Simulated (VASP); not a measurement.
# Al32P (a cell with a defect) in VASP: further runs

The runs below take Al32P (a cell with a defect) through single point, with PBE+D3(BJ).

Program: VASP 6.6.1. These are calculated values, not measurements. Logs are shortened: lines on timing, memory, paths and dates and some standing lists are left out, and cuts for length are marked.

### 1 The cell of the first run

The cell holds a defect, 33 atoms: a = 8.100 Å, b = 8.100 Å, c = 8.100 Å, α = 90.00°, β = 90.00°, γ = 90.00°.

### 2 Single point, PBE+D3(BJ)

The input, INCAR:

```
  PREC = Accurate
  ENCUT = 520
  EDIFF = 1E-6
  ISMEAR = 0
  SIGMA = 0.15
  LREAL = Auto
  LASPH = T
  NELM = 100
  ALGO = Normal
  ISIF = 2
  LWAVE = F
  LCHARG = F
  GGA = PE
  IVDW = 12
  NBANDS = 72
```

The input, KPOINTS:

```
Automatic mesh
0
Gamma
  3 3 3
```

The input, POSCAR:

```
Al32P
1.0
    8.1000000000      0.0000000000      0.0000000000
    0.0000000000      8.1000000000      0.0000000000
    0.0000000000      0.0000000000      8.1000000000
Al P
32 1
Direct
    0.5001025926      0.0117924691     -0.0004727160
    0.7533841975      0.2498144444      0.0001143210
    0.7524745679      0.0025244444      0.2474275309
   -0.0002644444      0.0034518519      0.0001202469
    0.2462839506      0.2497243210      0.0001745679
    0.5000323457      0.4872456790     -0.0004135802
    0.7616304938      0.7500946914     -0.0004781481
    0.2472714815      0.0023998765      0.2475325926
    0.5000908642      0.2507113580      0.2379714815
    0.7523623457      0.4973134568      0.2475123457
    0.4983301235      0.0498750617      0.5008164198
    0.7616849383      0.2507345679      0.4999350617
    0.7523995062      0.0024570370      0.7526541975
   -0.0003527160      0.4963059259      0.0001682716
    0.2371072840      0.7500277778     -0.0004102469
   -0.0002793827      0.2497934568      0.2464829630
    0.2472500000      0.4973069136      0.2476112346
    0.4982885185      0.7486849383      0.2015101235
    0.0009218519      0.0119141975      0.4999391358
    0.2370606173      0.2506282716      0.4999787654
    0.4981311111      0.4574785185      0.5009318519
    0.8010276543      0.7487483951      0.5007970370
    0.2472579012      0.0023354321      0.7526345679
    0.5000429630      0.2506460494      0.7626350617
    0.7522893827      0.4973103704      0.7526386420
    0.0009027160      0.7500792593      0.2379048148
    0.0008025926      0.4871381481      0.4999754321
    0.2084309877      0.7485400000      0.5009403704
   -0.0003375309      0.2497460494      0.7536666667
    0.2472240741      0.4972907407      0.7526351852
    0.4981564198      0.7485737037      0.7937467901
    0.0008187654      0.7500413580      0.7626964198
    0.5077213580      0.7559922222      0.4961404938
```

Potentials or basis: VASP PAW PBE potentials, release 64 (Al, P).

Run with:

```bash
$ cat potpaw_PBE.64/Al/POTCAR potpaw_PBE.64/P/POTCAR > POTCAR
$ mpirun -np 1 vasp_std > vasp.out
```

OUTCAR:

```text
PREC = Accurate
   ENCUT = 520
   EDIFF = 1E-6
   ISMEAR = 0
   LREAL = Auto
   LASPH = T
   NELM = 100
   ISIF = 2
   GGA = PE
   IVDW = 12
 IVDW          = 12

 ion  position               nearest neighbor table
   1  0.500  0.012  1.000-  18 2.69  31 2.71  24 2.72   9 2.73   2 2.82   5 2.82  13 2.86  23 2.86
                             3 2.87   8 2.87   7 3.00  15 3.01
   2  0.753  0.250  0.000-   6 2.81  24 2.81   9 2.81   1 2.82  16 2.82   4 2.82  29 2.82  14 2.82
                             3 2.83  13 2.83  10 2.83  25 2.83
   3  0.752  0.003  0.247-  16 2.83   4 2.83   2 2.83   1 2.87   7 2.87   9 2.87  12 2.87  26 2.87
                            19 2.87  22 2.93  11 2.93  18 2.93
   4  1.000  0.003  0.000-  15 2.81  32 2.81  26 2.81   7 2.82  16 2.82   2 2.82  29 2.82   5 2.82
                             3 2.83  13 2.83   8 2.83  23 2.84
   5  0.246  0.250  0.000-   6 2.82  24 2.82   9 2.82   1 2.82   4 2.82  16 2.82  29 2.82  14 2.82
                             8 2.83  23 2.83  17 2.84  30 2.84
   6  0.500  0.487  1.000-  18 2.68  31 2.69  24 2.71   9 2.72   2 2.81   5 2.82  25 2.86  30 2.86
                            10 2.87  17 2.87   7 3.00  15 3.01
   7  0.762  0.750  1.000-  18 2.69  31 2.71  32 2.73  26 2.74   4 2.82  14 2.82  13 2.86  25 2.86
                             3 2.87  10 2.87   1 3.00   6 3.00
   8  0.247  0.002  0.248-   5 2.83  16 2.83   4 2.83  26 2.86  19 2.86  15 2.87  20 2.87   1 2.87
                             9 2.87  11 2.91  18 2.91  28 2.92
   9  0.500  0.251  0.238-  11 2.68  21 2.71   6 2.72   1 2.73   2 2.81   5 2.82  10 2.86  17 2.86
[... 32 lines left out ...]
                            32 2.87  22 2.91  31 2.91  21 2.92
  26  0.001  0.750  0.238-  22 2.68  28 2.71  15 2.72   7 2.74   4 2.81  14 2.82   8 2.86  17 2.86
                             3 2.87  10 2.87  19 3.00  27 3.01
  27  0.001  0.487  0.500-  22 2.67  28 2.70  20 2.71  12 2.72  16 2.81  29 2.81  17 2.86  30 2.86
                            10 2.87  25 2.87  26 3.01  32 3.01
  28  0.208  0.749  0.501-  33 2.43  27 2.70  32 2.71  26 2.71  19 2.72  30 2.90  17 2.91  23 2.91
                             8 2.92  22 3.30  21 3.33  31 3.34
  29  1.000  0.250  0.754-  27 2.81  20 2.81  19 2.82  12 2.82   2 2.82   4 2.82  14 2.82   5 2.82
                            13 2.83  25 2.83  23 2.84  30 2.84
  30  0.247  0.497  0.753-   5 2.84  29 2.84  14 2.84  27 2.86  32 2.86  20 2.86  24 2.86  15 2.86
                             6 2.86  31 2.90  21 2.90  28 2.90
  31  0.498  0.749  0.794-  33 2.41  15 2.69   6 2.69   1 2.71   7 2.71  30 2.90  23 2.91  25 2.91
                            13 2.93  18 3.30  28 3.34  21 3.34
  32  0.001  0.750  0.763-  22 2.67  28 2.71  15 2.71   7 2.73   4 2.81  14 2.81  23 2.86  30 2.86
                            13 2.87  25 2.87  19 3.00  27 3.01
  33  0.508  0.756  0.496-  22 2.38  11 2.38  18 2.39  31 2.41  21 2.42  28 2.43

  LATTYP: Found a simple cubic cell.
 ALAT       =     8.1000000000

  Lattice vectors:

 A1 = (   8.1000000000,   0.0000000000,   0.0000000000)
 A2 = (   0.0000000000,   8.1000000000,   0.0000000000)
 A3 = (   0.0000000000,   0.0000000000,   8.1000000000)
[... 192 lines left out ...]
   EFERMI =   0.00;   METHOD = LEGACY
   ISMEAR =     0;   SIGMA  =   0.15  broadening in eV -4-tet -1-fermi 0-gaus
   EFERMI_NEDOS =   21; number of points for ismear=-14 and -15
   IALGO  =     38    algorithm
   IMIX   =      4    mixing-type and parameters
     AMIX     =   0.40;   BMIX     =  1.00
     AMIX_MAG =   1.60;   BMIX_MAG =  1.00
  volume/ion in A,a.u.               =      16.10       108.68
  Fermi-wavevector in a.u.,A,eV,Ry     =   0.941233  1.778672 12.053656  0.885919
  Thomas-Fermi vector in A             =   2.068723
   LORBIT       =      0    0 simple, 1 ext, 2 COOP (PROOUT), +10 PAW based schemes
   GGA     = PE    functional components
   LHFCALC =     F    Hartree Fock is set to
   AEXX    =    0.0000 exact exchange contribution
   IVDW    =    12    specifies the selected vdW correction
   LEPSILON=     F    determine dielectric tensor
   LRPA    =     F    only Hartree local field effects (RPA)
 non-spin polarized calculation
 Gauss-broadening in eV      SIGMA  =   0.15
  energy-cutoff  :      520.00
  volume of cell :      531.44
 maximum number of plane-waves:     14358
   NGX = 31   NGY = 31   NGZ = 31

 number of electron     101.0000000 magnetization

 Free energy of the ion-electron system (eV)
  ---------------------------------------------------
  ext. energy  EPLUGINS =         0.00000000
  ---------------------------------------------------
  free energy    TOTEN  =      -124.11088834 eV

  energy without entropy =     -124.00258903  energy(sigma->0) =     -124.05673869

 E-fermi :   8.3603     XC(G=0): -10.2899

 val. band max:        8.3541526053   @ k =   0.0000   0.0000   0.0000
 cond. band min:       8.3607081923   @ k =   0.0000   0.0000   0.0000
 fundamental gap:      0.0065555870
 Fermi energy:         8.3602851614

 k-point     1 :       0.0000    0.0000    0.0000
  band No.  band energies     occupation
      1      -4.4181      2.00000
      2      -2.6037      2.00000
      3      -0.9602      2.00000
      4      -0.9600      2.00000
      5      -0.7448      2.00000
      6      -0.7425      2.00000
[... 899 lines left out ...]
     61       9.8625      0.00000
     62       9.8772      0.00000
 [bands above 62 left out]

------------------------ aborting loop because EDIFF is reached ----------------------------------------

 Edisp (eV)  -11.46976

 E8    (eV) :    -5.1043

  FORCE on cell =-STRESS in cart. coord.  units (eV):
  Direction    XX          YY          ZZ          XY          YZ          ZX
  --------------------------------------------------------------------------------------
  -------------------------------------------------------------------------------------
  Total       1.23218     1.18678     1.15298     0.00814    -0.00686    -0.00709
  in kB       3.71476     3.57788     3.47597     0.02453    -0.02068    -0.02138
  external pressure =        3.59 kB  Pullay stress =        0.00 kB

 VOLUME and BASIS-vectors are now :
 -----------------------------------------------------------------------------
  energy-cutoff  :      520.00
  volume of cell :      531.44
      direct lattice vectors                 reciprocal lattice vectors
     8.100000000  0.000000000  0.000000000     0.123456790  0.000000000  0.000000000
     0.000000000  8.100000000  0.000000000     0.000000000  0.123456790  0.000000000
     0.000000000  0.000000000  8.100000000     0.000000000  0.000000000  0.123456790

 POSITION                                       TOTAL-FORCE (eV/Angst)
 -----------------------------------------------------------------------------------
      4.05083      0.09552      8.09617        -0.000405      0.006553      0.000648
      6.10241      2.02350      0.00093         0.007612     -0.000158      0.000070
      6.09504      0.02045      2.00416         0.000249      0.000728     -0.000708
      8.09786      0.02796      0.00097        -0.000150      0.007190      0.000260
      1.99490      2.02277      0.00141        -0.005042     -0.001239      0.000973
      4.05026      3.94669      8.09665         0.000604     -0.002531     -0.000487
[... 25 lines left out ...]
      0.00663      6.07533      6.17784        -0.000223     -0.000042      0.002081
      4.11254      6.12354      4.01874         0.003285      0.003458     -0.002622
 -----------------------------------------------------------------------------------
    total drift:                                0.003520     -0.003063      0.001964

  FREE ENERGIE OF THE ION-ELECTRON SYSTEM (eV)
  ---------------------------------------------------
  free  energy   TOTEN  =      -135.5806454220 eV

  energy  without entropy=     -135.4723461153  energy(sigma->0) =     -135.52649577
```

stdout:

```text
POSCAR found type information on POSCAR AlP
 POSCAR found :  2 types and      33 ions
 scaLAPACK will be used
 LDA part: xc-table for (Slater+PW92), standard interpolation
 POSCAR, INCAR and KPOINTS ok, starting setup
 FFT: planning ... GRIDC
 FFT: planning ... GRID_SOFT
 FFT: planning ... GRID
 WAVECAR not read
 entering main loop
```

It took 9.3 min on 1 thread of Intel Xeon Platinum 8259CL at 2.50GHz (Skylake/Cascade Lake), shared host; peak memory 0.65 GiB.

Results:

```yaml
Free_energy: -135.5806 eV
Pressure: 0.4 GPa
Largest_force: 0.013 eV/Å
Dispersion_energy_per_atom: -0.348 eV
```

Forces in eV/Å, atoms in the order of the input:
```
Al   0.000  0.007  0.001
Al   0.008  0.000  0.000
Al   0.000  0.001 -0.001
Al   0.000  0.007  0.000
Al  -0.005 -0.001  0.001
Al   0.001 -0.003  0.000
Al   0.008  0.000  0.000
Al  -0.001  0.001 -0.001
Al   0.000 -0.001 -0.006
Al   0.001 -0.001 -0.001
Al  -0.010 -0.008  0.004
Al   0.008 -0.001  0.001
Al   0.001  0.001  0.000
Al  -0.001 -0.005  0.001
Al  -0.001  0.000  0.000
Al  -0.001 -0.001 -0.007
Al  -0.001 -0.001 -0.001
Al  -0.005 -0.004  0.011
Al  -0.001  0.007 -0.001
Al  -0.002  0.000  0.000
Al   0.000  0.007 -0.001
Al  -0.003 -0.007  0.005
Al  -0.001  0.001  0.001
Al   0.000  0.000  0.003
Al   0.000 -0.001  0.001
Al  -0.001  0.001 -0.006
Al  -0.001 -0.002  0.000
Al   0.007 -0.001 -0.002
Al  -0.001 -0.001  0.005
Al   0.000  0.000  0.001
Al   0.000  0.001 -0.007
Al   0.000  0.000  0.002
P    0.003  0.003 -0.003
```

Levels at points of the mesh, in eV from the Fermi level:
| k point | band 48 | band 49 | band 50 | band 51 | band 52 | band 53 |
| --- | --- | --- | --- | --- | --- | --- |
| (0.00, 0.00, 0.00) | -0.46 | -0.01 | -0.01 | 0.00 | 0.09 | 0.09 |

[end of part 1 of 2]
